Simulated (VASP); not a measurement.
A run of VASP 6.6.1 is set up as follows.

INCAR

```
SYSTEM = Mg2NCl
  ALGO = Normal
  EDIFF = 1E-7
  ENCUT = 520
  ISIF = 2
  ISMEAR = 0
  LASPH = .TRUE.
  LCHARG = .FALSE.
  LREAL = .FALSE.
  LWAVE = .FALSE.
  NBANDS = 16
  NELM = 60
  PREC = Accurate
  SIGMA = 0.05
```

Contents of KPOINTS:

```
k-points
0
G
  9 9 9
  0 0 0
```

Contents of POSCAR:

```
Mg2NCl
1.0
    1.6606666161      0.9587863178      5.7028281500
   -1.6606666161      0.9587863178      5.7028281500
    0.0000000000     -1.9175726357      5.7028281500
Mg N Cl
2 1 1
Direct
    0.2228150000      0.2228150000      0.2228150000
    0.7771850000      0.7771850000      0.7771850000
    0.5000000000      0.5000000000      0.5000000000
    0.0000000000      0.0000000000      0.0000000000
```

Potentials or basis: VASP PAW LDA potentials, release 64 (Mg, N, Cl).

Command:

```sh
$ cat potpaw_LDA.64/Mg/POTCAR potpaw_LDA.64/N/POTCAR potpaw_LDA.64/Cl/POTCAR > POTCAR
$ mpirun -np 1 vasp_std > vasp.out
```

(1) Predict the pressure.

(2) Estimate the band gap on the k mesh.

(3) Estimate the largest force.

Results:

(1) -2.9 GPa.

(2) 2.76 eV.

(3) 0.189 eV/Å.

Caveat: the cell differs from its parent crystal (strain +0.000 along x and y, -0.050 along z); an odd mesh through Γ misses points on the zone boundary, where band edges can lie.
